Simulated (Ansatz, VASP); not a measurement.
# TiAl3: VASP beside Ansatz

Contents of INCAR:

```
SYSTEM = TiAl3
PREC     = Accurate       ! precision mode
ENCUT    = 500            ! plane-wave cutoff, eV
EDIFF    = 1E-6           ! SCF threshold, eV
ISMEAR   = 0              ! smearing method
SIGMA    = 0.15           ! smearing width, eV
LREAL    = .False.        ! projectors in reciprocal space
LASPH    = .True.         ! aspherical terms in the spheres
NELM     = 120            ! most SCF steps
ALGO     = Normal         ! electronic algorithm
ISIF     = 2              ! what is computed and relaxed
LWAVE    = .False.        ! write WAVECAR
LCHARG   = .False.        ! write CHGCAR
GGA      = PS             ! functional
NBANDS   = 44             ! bands
GGA_COMPAT= .False.
```

KPOINTS

```
regular mesh
0
Gamma
  12 12 4
  0 0 0
```

POSCAR

```
TiAl3
1.0
    0.0000000000     -3.9483448101      0.0000000000
    0.0000000000      0.0000000000     -3.9483448101
   11.5450344303      0.0000000000      0.0000000000
Ti Al
3 9
Direct
    0.0000000000      1.0000000000      0.2564791996
    0.0000000000      1.0000000000      0.5984742655
    0.0000000000      1.0000000000      0.9404693313
    0.5000000000      0.0000000000      0.0854816667
    0.5000000000      0.0000000000      0.4274767325
    0.5000000000      0.0000000000      0.7694717984
    0.0000000000      0.5000000000      0.0854816667
    0.0000000000      0.5000000000      0.4274767325
    0.0000000000      0.5000000000      0.7694717984
    0.5000000000      0.5000000000      0.9404693313
    0.5000000000      0.5000000000      0.2564791996
    0.5000000000      0.5000000000      0.5984742655
```

Input for Ansatz:

```yaml
crystal:
  lattice:
    - [0.0, -3.9483448101, 0.0]
    - [0.0, 0.0, -3.9483448101]
    - [11.5450344302, 0.0, 0.0]
  atoms:
    - { symbol: Ti, position: [0.0, 1.0, 0.2564791996] }
    - { symbol: Ti, position: [0.0, 1.0, 0.5984742655] }
    - { symbol: Ti, position: [0.0, 1.0, 0.9404693313] }
    - { symbol: Al, position: [0.5, 0.0, 0.0854816667] }
    - { symbol: Al, position: [0.5, 0.0, 0.4274767325] }
    - { symbol: Al, position: [0.5, 0.0, 0.7694717984] }
    - { symbol: Al, position: [0.0, 0.5, 0.0854816667] }
    - { symbol: Al, position: [0.0, 0.5, 0.4274767325] }
    - { symbol: Al, position: [0.0, 0.5, 0.7694717984] }
    - { symbol: Al, position: [0.5, 0.5, 0.9404693313] }
    - { symbol: Al, position: [0.5, 0.5, 0.2564791996] }
    - { symbol: Al, position: [0.5, 0.5, 0.5984742655] }
basis:
  ecutwfc: 420
kpoints:
  mp_grid: { grid: [12, 12, 4] }
hamiltonian:
  xc: pbesol
scf:
  occupations: { method: gaussian, width: 0.15 }
output:
  forces: true
  stress: true
  eigenvalues: true
```

Alike in both runs: task single point; functional PBEsol; k mesh 12 × 12 × 4; occupations gaussian, width 0.15 eV; no spin polarisation.

|  | VASP | Ansatz |
| --- | --- | --- |
| version | VASP 6.6.1 | Ansatz 0.2.0 |
| potentials or method | VASP PAW PBE potentials, release 64 (Ti_sv, Al), cutoff 500 eV | scalar-relativistic, plane waves, PAW |
| valence electrons in the cell | 63 | 63 |

|  | VASP | Ansatz | Ansatz less VASP |
| --- | --- | --- | --- |
| gap on the k mesh at the Fermi level (eV) | none | none | - |
| pressure (GPa) | 4.0 | 3.9 | -0.11 |
| traceless stress, the component that is largest in VASP (GPa) | 2.15 | 2.15 | -0.001 |
| rms of the force components (eV/Å) | 0.531 | 0.530 | -0.0013 |

VASP's potentials were made for PBE, not for PBEsol. Atom by atom the forces differ by 0.002 eV/Å (rms over components). A gap of «none» marks a metal or a gap that the smearing closes.
